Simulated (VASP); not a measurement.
Wanted: the native input for a VASP 6.6.1 run.

- Task: relaxation of cell and atoms
- Functional: PBE
- Potentials or basis: VASP PAW PBE potentials, release 64 (B)
- Cutoff: 600 eV
- k mesh: 36 × 36 × 6
- Occupations: gaussian, width 0.1 eV
- Spin: no spin polarisation
- Dipole correction: no
- Further INCAR settings: ALGO = Normal; EDIFF = 1e-06; IBRION = 2; EDIFFG = -0.01; NSW = 100; ISIF = 3

The structure of B lies in POSCAR:

```
B
1.0
    1.7144520787      0.0000000000      0.0000000000
   -0.8572260394      1.4847590537      0.0000000000
    0.0000000000      0.0000000000      8.7360982082
B
2
Direct
    0.6666666667      0.3333333333      0.2500000000
    0.3333333333      0.6666666667      0.7500000000
```

This isn't the form of B at room conditions, which is rhombohedral.

One way to write it, as run:

INCAR

```
PREC = Accurate ; ENCUT = 600
EDIFF = 1E-6 ; ISMEAR = 0
SIGMA = 0.1 ; LREAL = False
LASPH = True ; NELM = 100
ALGO = Normal ; ISIF = 3
LWAVE = False ; LCHARG = False
GGA = PE ; IBRION = 2
NSW = 100 ; EDIFFG = -0.01
```

KPOINTS

```
regular mesh
0
Gamma
  36 36 6
```

Potentials or basis: VASP PAW PBE potentials, release 64 (B).

Launch:

```sh
$ cat potpaw_PBE.64/B/POTCAR > POTCAR
$ mpirun -np 1 vasp_std > vasp.out
```

It gave:

```json
{
 "Relaxed volume": "10.37 Å³/atom",
 "Relaxed cell": "a = 1.711 Å, b = 1.711 Å, c = 8.178 Å, α = 90.00°, β = 90.00°, γ = 120.00°",
 "Space group after relaxing (to 0.1 Å)": "P6_3/mmc (No. 194)",
 "Energy gained by relaxing": "1.0 meV/atom",
 "Ionic steps": "10",
 "Pressure after relaxing": "0.0 GPa",
 "Band gap on the k mesh": "zero (bands 3 and 4 overlap by 11.03 eV)"
}
```

Caveat: this functional lacks dispersion, which binds the layers, so the pressure and a relaxed spacing across them are unreliable.

Run time: 3 min on 1 thread of Intel(R) Xeon(R) Platinum 8488C (Sapphire Rapids), with other jobs on the host, peak memory 0.19 GiB.
